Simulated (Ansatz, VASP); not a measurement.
## One calculation of ZnCu, two programs

The input INCAR:

```
SYSTEM = ZnCu
PREC = Accurate
ENCUT = 520
EDIFF = 1E-6
ISMEAR = -1
SIGMA = 0.05
LREAL = .False.
LASPH = .True.
NELM = 80
ALGO = Normal
ISIF = 2
LWAVE = .False.
LCHARG = .False.
GGA = PS
NBANDS = 18
```

The input KPOINTS:

```
regular mesh
0
Gamma
  14 14 14
  0 0 0
```

File POSCAR:

```
ZnCu
1.0
    2.8861000000      0.0000000000      0.0000000000
    0.0000000000      2.8861000000      0.0000000000
    0.0000000000      0.0000000000      2.9450000000
Zn Cu
1 1
Direct
    0.5000000000      0.5000000000      0.5000000000
    0.0000000000      0.0000000000      0.0000000000
```

Input for Ansatz:

```yaml
crystal:
  lattice:
    - [2.8861, 0.0, 0.0]
    - [0.0, 2.8861, 0.0]
    - [0.0, 0.0, 2.945]
  atoms:
    - { symbol: Zn, position: [0.5, 0.5, 0.5] }
    - { symbol: Cu, position: [0.0, 0.0, 0.0] }
kpoints:
  mp_grid: { grid: [14, 14, 14] }
  band_path:
    path:
      - [0.0, 0.0, 0.0]
      - [0.0, 0.5, 0.0]
      - [0.5, 0.5, 0.0]
      - [0.0, 0.0, 0.0]
      - [0.0, 0.0, 0.5]
      - [0.0, 0.5, 0.5]
      - [0.5, 0.5, 0.5]
      - [0.0, 0.0, 0.5]
      - [0.0, 0.5, 0.0]
    npoints: 5
scf:
  occupations: { method: fermi_dirac, width: 0.05 }
hamiltonian:
  xc: pbesol
  pseudopotentials: { kind: all_electron, lapw: { basis_error: 0.0005 } }
output:
  forces: true
  stress: true
  eigenvalues: true
```

Change from the starting cell: equal xx and yy strain of -2 %.

Alike in both runs: task single point; functional PBEsol; k mesh 14 × 14 × 14; occupations fermi-dirac, width 0.05 eV; no spin polarisation.

|  | VASP | Ansatz |
| --- | --- | --- |
| version | VASP 6.6.1 | Ansatz 0.2.0 |
| potentials or method | VASP PAW PBE potentials, release 64 (Zn, Cu), cutoff 520 eV | all-electron LAPW, scalar-relativistic |

```tsv
	VASP	Ansatz	Ansatz less VASP
pressure (GPa)	1.1	0.4	-0.70
traceless stress, the component that is largest in VASP (GPa)	-0.60	-0.57	+0.026
```

VASP's potentials were made for PBE, not for PBEsol. Ansatz ran all-electron here, and VASP with PAW potentials.
